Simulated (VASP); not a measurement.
Crystal: CuO.

```
CELL_PARAMETERS angstrom
3.28802 0.00000 0.00000
-1.64401 2.84751 0.00000
0.00000 0.00000 5.38502
ATOMIC_POSITIONS crystal
Cu 0.66667 0.33333 0.00000
Cu 0.33333 0.66667 0.50000
O 0.66667 0.33333 0.62520
O 0.33333 0.66667 0.12520
```

* Program: VASP 6.6.1
* Task: relaxation of cell and atoms
* Functional: BLYP
* Potentials or basis: VASP PAW PBE potentials, release 64 (Cu, O)
* Cutoff: 600 eV
* k mesh: 9 × 9 × 5
* Occupations: fermi-dirac, width 0.05 eV
* Spin: no spin polarisation

At the start: pressure -4.4 GPa; volume 12.60 Å³/atom.

**Question.** How do energy, volume and symmetry change on relaxing?

**Answer.** Over 10 steps the energy falls by 10.2 meV/atom and the volume is 12.05 Å³/atom (-4.4 %); space group P6_3mc (No. 186, to 0.1 Å) before and after.

Step by step:
| step | energy change (eV) | largest force (eV/Å) | pressure (GPa) | volume (Å³) |
| --- | --- | --- | --- | --- |
| 1 | 0.0000 | 0.0753 | -4.39 | 50.42 |
| 2 | -0.0282 | 0.0987 | 1.37 | 47.94 |
| 3 | -0.0298 | 0.0932 | 0.21 | 48.40 |
| 4 | -0.0326 | 0.0880 | 0.19 | 48.39 |
| 5 | -0.0385 | 0.0716 | 0.00 | 48.36 |
| 6 | -0.0363 | 0.0008 | -0.40 | 48.28 |
| 7 | -0.0400 | 0.0508 | -0.19 | 48.33 |
| 8 | -0.0403 | 0.0279 | 0.35 | 48.13 |
| 9 | -0.0406 | 0.0070 | 0.16 | 48.21 |
| 10 | -0.0406 | 0.0062 | 0.10 | 48.21 |

Final structure:
```xyz
4
Lattice="3.2035 0.0000 0.0000 -1.6017 2.7743 0.0000 0.0000 0.0000 5.4244" Properties=species:S:1:pos:R:3 pbc="T T T"
Cu    1.6017    0.9248    5.3884
Cu    0.0000    1.8495    2.6762
O     1.6017    0.9248    3.4273
O     0.0000    1.8495    0.7151
```

Caveat: the PAW data sets were made with another functional, which shifts forces and pressure a little.
